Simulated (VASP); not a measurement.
Runs of VASP 6.6.1 on GdO. The structure is that of space group P-6m2 (No. 187), or close to it. The cells are those of the table. 

```tsv
level	spin	U	cell	k mesh	gap on the mesh (eV)	pressure (GPa)	moment (μB)
PBE	collinear, ferromagnetic start	-	a = 3.113, b = 3.113, c = 3.038 Å, angles 90.0, 90.0, 120.0°, 2 atoms	10 × 10 × 9	none	31.6	7.18
PBE	collinear, ferromagnetic start	-	a = 3.154, b = 3.154, c = 3.078 Å, angles 90.0, 90.0, 120.0°, 2 atoms	10 × 10 × 9	none	(a)	7.31
LDA	collinear, ferromagnetic start	-	a = 3.113, b = 3.113, c = 3.038 Å, angles 90.0, 90.0, 120.0°, 2 atoms	10 × 10 × 9	none	17.5	6.89
LDA+U	collinear, ferromagnetic start	Gd f U = 3.0 eV	a = 3.113, b = 3.113, c = 3.038 Å, angles 90.0, 90.0, 120.0°, 2 atoms	10 × 10 × 9	none	20.0	7.32
PBEsol	collinear, ferromagnetic start	-	a = 3.113, b = 3.113, c = 3.038 Å, angles 90.0, 90.0, 120.0°, 2 atoms	6 × 6 × 5	none	23.5	7.12
LDA+U	collinear, ferromagnetic start	Gd f U = 5.0 eV	a = 3.113, b = 3.113, c = 3.038 Å, angles 90.0, 90.0, 120.0°, 2 atoms	10 × 10 × 9	none	(b)	7.41
PBE	collinear, ferromagnetic start	-	a = 3.092, b = 3.092, c = 3.018 Å, angles 90.0, 90.0, 120.0°, 2 atoms	10 × 10 × 9	none	36.6	7.08
PBE	collinear, ferromagnetic start	-	a = 3.113, b = 3.113, c = 3.038 Å, angles 90.0, 90.0, 120.0°, 2 atoms	6 × 6 × 5	none	33.1	7.47
LDA+U	collinear, ferromagnetic start	Gd f U = 2.0 eV	a = 3.113, b = 3.113, c = 3.038 Å, angles 90.0, 90.0, 120.0°, 2 atoms	10 × 10 × 9	none	19.2	7.21
PBE	collinear, ferromagnetic start	-	a = 3.050, b = 3.050, c = 2.976 Å, angles 90.0, 90.0, 120.0°, 2 atoms	10 × 10 × 9	none	48.4	6.97
PBE	collinear, ferromagnetic start	-	a = 3.174, b = 3.174, c = 3.098 Å, angles 90.0, 90.0, 120.0°, 2 atoms	10 × 10 × 9	none	19.3	7.36
r2SCAN	non-collinear, typed start, SOC	-	a = 3.113, b = 3.113, c = 3.038 Å, angles 90.0, 90.0, 120.0°, 2 atoms	7 × 7 × 7	-	33.5	7.76
```

Alike in all rows: task single point; potentials or basis VASP PAW PBE potentials, release 64 (Gd, O); cutoff (eV) 520; smearing fermi-dirac 0.05 eV.

Fill in the values left out.

(a) 23.1; (b) 21.3.

Caveats: some runs use coarse meshes; a cell with one magnetic atom can't hold antiferromagnetic order, which such compounds often take; spin-orbit coupling is left out, which moves the levels of the heavy elements (some runs); without U or exact exchange the open f shell lies at the Fermi level, which spoils levels, moments and volumes (some runs); the PAW data sets were made with another functional, which shifts forces and pressure a little (some runs).

A k mesh can miss the band edges, and rows without SOC leave out spin-orbit coupling on Gd.

A gap of «none» marks levels without a gap at the run's occupations.
